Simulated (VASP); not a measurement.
# YC12 (P-31m) in VASP: notebook

The runs below take YC12 through single point, relaxation of cell and atoms, with PBE.

Everything below comes from runs of VASP 6.6.1. Logs are shortened: lines on timing, memory, paths and dates and some standing lists are left out, and cuts for length are marked.

**1. The cell of the first run**

The structure is trigonal, space group P-31m (No. 162). Conventional cell: a = 8.036 Å, b = 8.036 Å, c = 2.515 Å, α = 90.00°, β = 90.00°, γ = 120.00°. Within 3.1 Å of Y (site symmetry -3m) lie 24 C at 2.36 to 2.96 Å and 2 Y at 2.51 Å. Within 2.0 Å of C (site symmetry 1) lie 3 C at 1.46 to 1.58 Å.

The cell was built from a structure type or drawn by symmetry, and may not be a known phase.

**2. Single point, PBE**

File INCAR:

```
PREC = Accurate ; ENCUT = 520
EDIFF = 1E-6 ; ISMEAR = 0
SIGMA = 0.1 ; LREAL = F
LASPH = T ; NELM = 80
ALGO = Normal ; ISIF = 2
LWAVE = F ; LCHARG = F
GGA = PE ; NBANDS = 42
```

File KPOINTS:

```
Automatic mesh
0
Gamma
  3 3 8
```

File POSCAR:

```
YC12
1.0
    8.0364142127     -0.0000000040      0.0000000000
   -4.0182071029      6.9597388655      0.0000000000
    0.0000000000      0.0000000000      2.5149842261
Y C
1 12
Direct
    0.0000000000      0.0000000000      0.5000000000
    0.8865305724      0.6775751514      0.7477510341
    0.7910445790      0.6775751514      0.2522489659
    0.2089554210      0.8865305724      0.2522489659
    0.7910445790      0.1134694276      0.7477510341
    0.1134694276      0.7910445790      0.7477510341
    0.6775751514      0.7910445790      0.2522489659
    0.3224248486      0.1134694276      0.2522489659
    0.2089554210      0.3224248486      0.7477510341
    0.1134694276      0.3224248486      0.2522489659
    0.6775751514      0.8865305724      0.7477510341
    0.8865305724      0.2089554210      0.2522489659
    0.3224248486      0.2089554210      0.7477510341
```

Potentials or basis: VASP PAW PBE potentials, release 64 (Y_sv, C).

On the command line:

```
> cat potpaw_PBE.64/Y_sv/POTCAR potpaw_PBE.64/C/POTCAR > POTCAR
> mpirun -np 1 vasp_std > vasp.out
```

OUTCAR:

```text
PREC = Accurate
   ENCUT = 520
   EDIFF = 1E-6
   ISMEAR = 0
   LREAL = F
   LASPH = T
   NELM = 80
   ISIF = 2
   GGA = PE

 ion  position               nearest neighbor table
   1  0.000  0.000  0.500-   3 2.36   9 2.36   2 2.36  10 2.36   7 2.36  13 2.36  11 2.36   8 2.36
                            12 2.36   6 2.36   4 2.36   5 2.36   3 2.96   9 2.96   2 2.96  10 2.96
   2  0.887  0.678  0.748-   3 1.46   3 1.48   6 1.58   1 2.36   1 2.96
   3  0.791  0.678  0.252-   2 1.46   2 1.48   7 1.58   1 2.36   1 2.96
   4  0.209  0.887  0.252-   6 1.46   6 1.48   8 1.58   1 2.36   1 2.96
   5  0.791  0.113  0.748-  12 1.46  12 1.48  11 1.58   1 2.36   1 2.96
   6  0.113  0.791  0.748-   4 1.46   4 1.48   2 1.58   1 2.36   1 2.96
   7  0.678  0.791  0.252-  11 1.46  11 1.48   3 1.58   1 2.36   1 2.96
   8  0.322  0.113  0.252-  13 1.46  13 1.48   4 1.58   1 2.36   1 2.96
   9  0.209  0.322  0.748-  10 1.46  10 1.48  13 1.58   1 2.36   1 2.96
  10  0.113  0.322  0.252-   9 1.46   9 1.48  12 1.58   1 2.36   1 2.96
  11  0.678  0.887  0.748-   7 1.46   7 1.48   5 1.58   1 2.36   1 2.96
  12  0.887  0.209  0.252-   5 1.46   5 1.48  10 1.58   1 2.36   1 2.96
  13  0.322  0.209  0.748-   8 1.46   8 1.48   9 1.58   1 2.36   1 2.96

  LATTYP: Found a hexagonal cell.
 ALAT       =     8.0364142127
 C/A-ratio  =     0.3129485564

  Lattice vectors:

 A1 = (   8.0364142127,  -0.0000000040,   0.0000000000)
 A2 = (  -4.0182071029,   6.9597388655,   0.0000000000)
 A3 = (   0.0000000000,   0.0000000000,   2.5149842261)

Analysis of symmetry for initial positions (statically):
=====================================================================
 Subroutine PRICEL returns:
 Original cell was already a primitive cell.

 Routine SETGRP: Setting up the symmetry group for a
 hexagonal supercell.

 Subroutine GETGRP returns: Found 12 space group operations
 (whereof 12 operations were pure point group operations)
 out of a pool of 24 trial point group operations.

The static configuration has the point symmetry D_3d.

Analysis of symmetry for dynamics (positions and initial velocities):
=====================================================================
 Subroutine PRICEL returns:
 Original cell was already a primitive cell.

 Routine SETGRP: Setting up the symmetry group for a
 hexagonal supercell.

 Subroutine GETGRP returns: Found 12 space group operations
 (whereof 12 operations were pure point group operations)
 out of a pool of 24 trial point group operations.

The dynamic configuration has the point symmetry D_3d.

 Subroutine INISYM returns: Found 12 space group operations
 (whereof 12 operations are pure point group operations),
 and found     1 'primitive' translations

----------------------------------------------------------------------------------------

                                     Primitive cell

  volume of cell :     140.6664

  direct lattice vectors                    reciprocal lattice vectors
     8.036414213 -0.000000004  0.000000000     0.124433606  0.071841776  0.000000000
    -4.018207103  6.959738866  0.000000000     0.000000000  0.143683552  0.000000000
     0.000000000  0.000000000  2.514984226     0.000000000  0.000000000  0.397616808

  length of vectors
     8.036414213  8.036414213  2.514984226     0.143683552  0.143683552  0.397616808

  position of ions in fractional coordinates (direct lattice)
     0.000000000  0.000000000  0.500000000
     0.886530572  0.677575151  0.747751034
     0.791044579  0.677575151  0.252248966
     0.208955421  0.886530572  0.252248966
     0.791044579  0.113469428  0.747751034
     0.113469428  0.791044579  0.747751034
     0.677575151  0.791044579  0.252248966
     0.322424849  0.113469428  0.252248966
     0.208955421  0.322424849  0.747751034
     0.113469428  0.322424849  0.252248966
     0.677575151  0.886530572  0.747751034
     0.886530572  0.208955421  0.252248966
     0.322424849  0.208955421  0.747751034

  ion indices of the primitive-cell ions
   primitive index   ion index
                 1           1
[... 48 lines left out ...]
   IALGO  =     38    algorithm
   IMIX   =      4    mixing-type and parameters
     AMIX     =   0.40;   BMIX     =  1.00
     AMIX_MAG =   1.60;   BMIX_MAG =  1.00
  volume/ion in A,a.u.               =      10.82        73.02
  Fermi-wavevector in a.u.,A,eV,Ry     =   1.225449  2.315763 20.432220  1.501726
  Thomas-Fermi vector in A             =   2.360487
   LORBIT       =      0    0 simple, 1 ext, 2 COOP (PROOUT), +10 PAW based schemes
   GGA     = PE    functional components
   LHFCALC =     F    Hartree Fock is set to
   AEXX    =    0.0000 exact exchange contribution
   IVDW    =     0    specifies the selected vdW correction
   LEPSILON=     F    determine dielectric tensor
   LRPA    =     F    only Hartree local field effects (RPA)
 non-spin polarized calculation
 Gauss-broadening in eV      SIGMA  =   0.10
  energy-cutoff  :      520.00
  volume of cell :      140.67
 maximum number of plane-waves:      3807
   NGX = 29   NGY = 29   NGZ =  9

 number of electron      59.0000004 magnetization

 Free energy of the ion-electron system (eV)
  ---------------------------------------------------
  ext. energy  EPLUGINS =         0.00000000
  ---------------------------------------------------
  free energy    TOTEN  =      -106.47116944 eV

  energy without entropy =     -106.45063708  energy(sigma->0) =     -106.46090326

 E-fermi :   4.2523     XC(G=0):  -9.6166

 val. band max:        4.2056007923   @ k =   0.3333   0.3333   0.5000
 cond. band min:       4.2737953925   @ k =   0.3333   0.0000   0.5000
 fundamental gap:      0.0681946003
 Fermi energy:         4.2522516816

 k-point     1 :       0.0000    0.0000    0.0000
  band No.  band energies     occupation
      1     -38.5441      2.00000
      2     -19.7247      2.00000
      3     -19.7247      2.00000
      4     -16.2348      2.00000
      5     -15.6433      2.00000
      6     -13.5733      2.00000
[... 781 lines left out ...]
     40       9.7070      0.00000
     41      11.6395      0.00000
 [bands above 41 left out]

------------------------ aborting loop because EDIFF is reached ----------------------------------------

  FORCE on cell =-STRESS in cart. coord.  units (eV):
  Direction    XX          YY          ZZ          XY          YZ          ZX
  --------------------------------------------------------------------------------------
  -------------------------------------------------------------------------------------
  Total        0.3121015      0.3121015      0.4621973     -0.0000000      0.0000000     -0.0000000
  in kB        3.5548059      3.5548059      5.2643825     -0.0000000      0.0000000     -0.0000000
  external PRESSURE =       4.1246648 kB  Pullay stress =       0.0000000 kB

 VOLUME and BASIS-vectors are now :
 -----------------------------------------------------------------------------
  energy-cutoff  :      520.00
  volume of cell :      140.67
      direct lattice vectors                 reciprocal lattice vectors
     8.036414213 -0.000000004  0.000000000     0.124433606  0.071841776  0.000000000
    -4.018207103  6.959738866  0.000000000     0.000000000  0.143683552  0.000000000
     0.000000000  0.000000000  2.514984226     0.000000000  0.000000000  0.397616808

 POSITION                                       TOTAL-FORCE (eV/Angst)
 -----------------------------------------------------------------------------------
      0.00000      0.00000      1.25749         0.000000      0.000000      0.000000
      4.40189      4.71575      1.88058         0.024209     -0.016471     -0.002452
      3.63452      4.71575      0.63440        -0.024209     -0.016471      0.002452
     -1.88301      6.17002      0.63440         0.026369      0.012730      0.002452
      5.90122      0.78972      1.88058        -0.026369     -0.012730     -0.002452
     -2.26669      5.50546      1.88058         0.002160     -0.029201     -0.002452
      2.26669      5.50546      0.63440        -0.002160     -0.029201      0.002452
      2.13520      0.78972      0.63440         0.026369     -0.012730      0.002452
      0.38368      2.24399      1.88058         0.024209      0.016471     -0.002452
     -0.38368      2.24399      0.63440        -0.024209      0.016471      0.002452
      1.88301      6.17002      1.88058        -0.026369      0.012730     -0.002452
      6.28490      1.45428      0.63440        -0.002160      0.029201      0.002452
      1.75151      1.45428      1.88058         0.002160      0.029201     -0.002452
 -----------------------------------------------------------------------------------
    total drift:                               -0.000000     -0.000000     -0.000000

  FREE ENERGIE OF THE ION-ELECTRON SYSTEM (eV)
  ---------------------------------------------------
  free  energy   TOTEN  =      -106.4711694387 eV

  energy  without entropy=     -106.4506370776  energy(sigma->0) =     -106.46090326
```

Run time: 61 s. Hardware: 1 thread of Intel Xeon 6975P-C (Granite Rapids), shared host; peak memory 0.27 GiB.

Results:

```yaml
Free_energy: -106.4712 eV
Pressure: 0.4 GPa
Largest_force: 0.029 eV/Å
Band_gap_on_the_k_mesh: zero (an odd number of electrons rules out a gap without spin polarisation)
```

Forces on the atoms (eV/Å):
```
Y    0.000  0.000  0.000
C    0.024 -0.016 -0.002
C   -0.024 -0.016  0.002
C    0.026  0.013  0.002
C   -0.026 -0.013 -0.002
C    0.002 -0.029 -0.002
C   -0.002 -0.029  0.002
C    0.026 -0.013  0.002
C    0.024  0.016 -0.002
C   -0.024  0.016  0.002
C   -0.026  0.013 -0.002
C   -0.002  0.029  0.002
C    0.002  0.029 -0.002
```

Stress tensor (GPa, compression positive):
```
0.36 0.00 0.00
0.00 0.36 0.00
0.00 0.00 0.53
```

**3. Relaxation of cell and atoms, PBE**

This run uses another cell than the first one, of 5.06 Å³/atom.

File INCAR:

```
SYSTEM = YC12
PREC = Accurate ; ENCUT = 600
EDIFF = 1E-7 ; ISMEAR = 0
SIGMA = 0.1 ; LREAL = .FALSE.
LASPH = .TRUE. ; NELM = 100
ALGO = Normal ; ISIF = 3
LWAVE = .FALSE. ; LCHARG = .FALSE.
GGA = PE ; IBRION = 2
NSW = 90 ; EDIFFG = -0.04
```

File KPOINTS:

```
regular mesh
0
G
  3 3 8
  0 0 0
```

File POSCAR:

```
YC12
1.0
    5.8515511100      0.0000000000      0.0000000000
   -2.9257755500      5.0675919100      0.0000000000
    0.0000000000      0.0000000000      2.2163287200
Y C
1 12
Direct
    0.0000000000      0.0000000000      0.5000000000
    0.8502730400      0.5388260200      0.7830020200
    0.6885529800      0.5388260200      0.2169979800
    0.3114470200      0.8502730400      0.2169979800
    0.6885529800      0.1497269600      0.7830020200
    0.1497269600      0.6885529800      0.7830020200
    0.5388260200      0.6885529800      0.2169979800
    0.4611739800      0.1497269600      0.2169979800
    0.3114470200      0.4611739800      0.7830020200
    0.1497269600      0.4611739800      0.2169979800
    0.5388260200      0.8502730400      0.7830020200
    0.8502730400      0.3114470200      0.2169979800
    0.4611739800      0.3114470200      0.7830020200
```

Potentials or basis: VASP PAW PBE potentials, release 64 (Y_sv, C).

On the command line:

```
> cat potpaw_PBE.64/Y_sv/POTCAR potpaw_PBE.64/C/POTCAR > POTCAR
> mpirun -np 1 vasp_std > vasp.out
```

Wall time 9.5 min (1 thread of Intel Xeon 6975P-C (Granite Rapids), shared host); peak memory 0.23 GiB.

Results (log left out):

```
Free energy                           : -106.1002 eV
Relaxed volume                        : 8.95 Å³/atom
Relaxed cell                          : a = 7.310 Å, b = 7.310 Å, c = 2.514 Å, α = 90.00°, β = 90.00°, γ = 120.00°
Space group after relaxing (to 0.1 Å) : P-31m (No. 162)
Energy gained by relaxing             : 2299.3 meV/atom
Ionic steps                           : 29
Pressure after relaxing               : 0.2 GPa
Largest force after relaxing          : 0.038 eV/Å
Band gap on the k mesh                : zero (an odd number of electrons rules out a gap without spin polarisation)
```

Forces on the atoms (eV/Å):
```
Y    0.000  0.000  0.000
C    0.018  0.007 -0.033
C   -0.018  0.007  0.033
C    0.003  0.019  0.033
C   -0.003 -0.019 -0.033
C   -0.015 -0.012 -0.033
C    0.015 -0.012  0.033
C    0.003 -0.019  0.033
C    0.018 -0.007 -0.033
C   -0.018 -0.007  0.033
C   -0.003  0.019 -0.033
C    0.015  0.012  0.033
C   -0.015  0.012 -0.033
```

Stress tensor (GPa, compression positive):
```
 0.48  0.00  0.00
 0.00  0.48  0.00
 0.00  0.00 -0.32
```

The path:
```tsv
step	energy change (eV)	largest force (eV/Å)	pressure (GPa)	volume (Å³)
1	0.0000	7.6160	183.85	65.72
2	-13.5512	2.9471	-39.93	137.39
3	-18.9124	5.0658	-15.48	97.23
4	-18.9395	5.1015	-13.43	96.12
5	-24.0123	4.5725	-7.80	101.38
6	-24.6701	3.2510	-14.30	100.13
7	-25.8045	6.0549	44.86	94.20
8	-27.6795	2.3688	11.93	96.53
9	-28.3897	2.3339	-2.79	101.80
10	-28.7901	1.2532	1.41	99.82
11	-29.1672	1.0288	2.47	101.84
12	-29.1771	1.1888	2.92	102.23
13	-29.4988	0.6372	4.30	104.54
14	-29.6170	0.5400	6.15	106.97
15	-29.7901	0.5537	-0.47	111.90
16	-29.7901	0.5547	-0.47	111.91
17	-29.8436	0.2935	-1.33	113.84
18	-29.8444	0.2686	-1.25	113.62
19	-29.8621	0.2298	1.26	113.54
20	-29.8622	0.2203	1.14	113.55
21	-29.8725	0.0562	1.06	114.09
22	-29.8725	0.0550	1.06	114.08
23	-29.8787	0.1141	-0.09	114.88
24	-29.8793	0.1610	-0.58	115.22
25	-29.8840	0.1036	-0.41	115.57
26	-29.8856	0.1059	-0.25	115.88
27	-29.8884	0.0613	0.27	115.99
28	-29.8890	0.0733	0.59	116.05
29	-29.8904	0.0379	0.21	116.37
```

Final structure:
```
Y C
1.0
     7.31026    0.00000    0.00000
    -3.65513    6.33087    0.00000
     0.00000    0.00000    2.51448
Y C
1 12
Cartesian
  0.0000 0.0000 1.2572
  4.0391 4.0919 1.8810
  3.2712 4.0919 0.6335
  -1.5242 5.5439 0.6335
  5.1793 0.7870 1.8810
  -1.9081 4.8789 1.8810
  1.9081 4.8789 0.6335
  2.1310 0.7870 0.6335
  0.3839 2.2390 1.8810
  -0.3839 2.2390 0.6335
  1.5242 5.5439 1.8810
  5.5632 1.4520 0.6335
  1.7470 1.4520 1.8810
```

Levels at points of the mesh, in eV from the Fermi level:
| k point | band 25 | band 26 | band 27 | band 28 | band 29 | band 30 | band 31 | band 32 | band 33 | band 34 |
| --- | --- | --- | --- | --- | --- | --- | --- | --- | --- | --- |
| (0.00, 0.00, 0.00) | -4.38 | -4.02 | -3.91 | -3.76 | -1.05 | 1.67 | 1.89 | 1.89 | 2.41 | 2.60 |
| (0.00, 0.00, 0.50) | -4.13 | -3.67 | -2.24 | -2.24 | -1.30 | -1.30 | 0.18 | 0.18 | 0.34 | 0.68 |

Caveat: the k points lie up to 0.33 Å⁻¹ apart in the final cell, too coarse for converged energies and pressures of a metal; the volume moved by over 15 % at a fixed basis, so the end points are rough.

**4. Single point, PBE**

This run uses another cell than the first one, of 11.01 Å³/atom.

File INCAR:

```
ALGO = Normal
EDIFF = 1E-6
ENCUT = 520
GGA = PE
ISIF = 2
ISMEAR = 0
LASPH = True
LCHARG = False
LREAL = False
LWAVE = False
NBANDS = 42
NELM = 100
PREC = Accurate
SIGMA = 0.1
```

File KPOINTS:

```
k-points
0
Gamma
  6 6 14
```

File POSCAR:

```
YC12
1.0
    8.1018022918      0.0000000000      0.0000000000
   -4.0509011459      7.0163666012      0.0000000000
    0.0000000000      0.0000000000      2.5171683010
Y C
1 12
Direct
    0.0000000000      0.0000000000      0.5000000000
    0.8871095650      0.6798949859      0.7478592505
    0.7927854209      0.6798949859      0.2521407495
    0.2072145791      0.8871095650      0.2521407495
    0.7927854209      0.1128904350      0.7478592505
    0.1128904350      0.7927854209      0.7478592505
    0.6798949859      0.7927854209      0.2521407495
    0.3201050141      0.1128904350      0.2521407495
    0.2072145791      0.3201050141      0.7478592505
    0.1128904350      0.3201050141      0.2521407495
    0.6798949859      0.8871095650      0.7478592505
    0.8871095650      0.2072145791      0.2521407495
    0.3201050141      0.2072145791      0.7478592505
```

On the command line:

```
> cat potpaw_PBE.64/Y_sv/POTCAR potpaw_PBE.64/C/POTCAR > POTCAR
> mpirun -np 1 vasp_std > vasp.out
```

Wall time 3.5 min (1 thread of Intel Xeon 6975P-C (Granite Rapids), shared host); peak memory 0.49 GiB.

Results (log left out):

```
Free energy            : -106.4254 eV
Pressure               : 0.3 GPa
Largest force          : 0.030 eV/Å
Band gap on the k mesh : zero (an odd number of electrons rules out a gap without spin polarisation)
```

Forces in eV/Å, atoms in the order of the input:
```
Y    0.000  0.000  0.000
C    0.028 -0.009  0.004
C   -0.028 -0.009 -0.004
C    0.022  0.020 -0.004
C   -0.022 -0.020  0.004
C   -0.006 -0.029  0.004
C    0.006 -0.029 -0.004
C    0.022 -0.020 -0.004
C    0.028  0.009  0.004
C   -0.028  0.009 -0.004
C   -0.022  0.020  0.004
C    0.006  0.029 -0.004
C   -0.006  0.029  0.004
```

Stress tensor (GPa, compression positive):
```
0.16 0.00 0.00
0.00 0.16 0.00
0.00 0.00 0.55
```

Levels at points of the mesh, in eV from the Fermi level:
```tsv
k point	band 25	band 26	band 27	band 28	band 29	band 30	band 31	band 32	band 33	band 34
(0.00, 0.00, 0.00)	-4.77	-4.04	-3.74	-3.40	-0.67	1.03	1.72	1.76	1.76	2.81
(0.50, 0.00, 0.00)	-4.75	-4.02	-3.60	-3.02	-0.66	0.35	1.37	1.52	1.97	2.90
(0.00, 0.00, 0.50)	-3.83	-3.35	-2.38	-2.38	-1.37	-1.37	-0.04	-0.04	0.61	0.95
(0.50, 0.00, 0.50)	-3.68	-3.20	-2.51	-2.42	-1.46	-1.34	-0.16	-0.07	0.83	1.17
```

**5. The runs side by side**

```csv
task,cell,k mesh,cutoff (eV),gap on the mesh (eV),pressure (GPa),largest force (eV/Å)
single point,"a = 8.036, b = 8.036, c = 2.515 Å, angles 90.0, 90.0, 120.0°, 13 atoms, atomic positions A",3 × 3 × 8,520,none,0.4,0.03
relaxation of cell and atoms,"relaxed from a = 5.852, b = 5.852, c = 2.216 Å, angles 90.0, 90.0, 120.0°, 13 atoms, atomic positions B",3 × 3 × 8,600,none,0.2,0.04
single point,"a = 8.102, b = 8.102, c = 2.517 Å, angles 90.0, 90.0, 120.0°, 13 atoms, atomic positions C",6 × 6 × 14,520,none,0.3,0.03
```

Alike in all rows: level PBE; potentials or basis VASP PAW PBE potentials, release 64 (Y_sv, C); no spin polarisation; smearing gaussian 0.1 eV.

Caveats: some runs use coarse meshes; the volume moved by over 15 % at a fixed basis, so the end points are rough (at least some runs).

Total energies depend on the potentials used, so only differences within one code and one set of settings carry meaning.
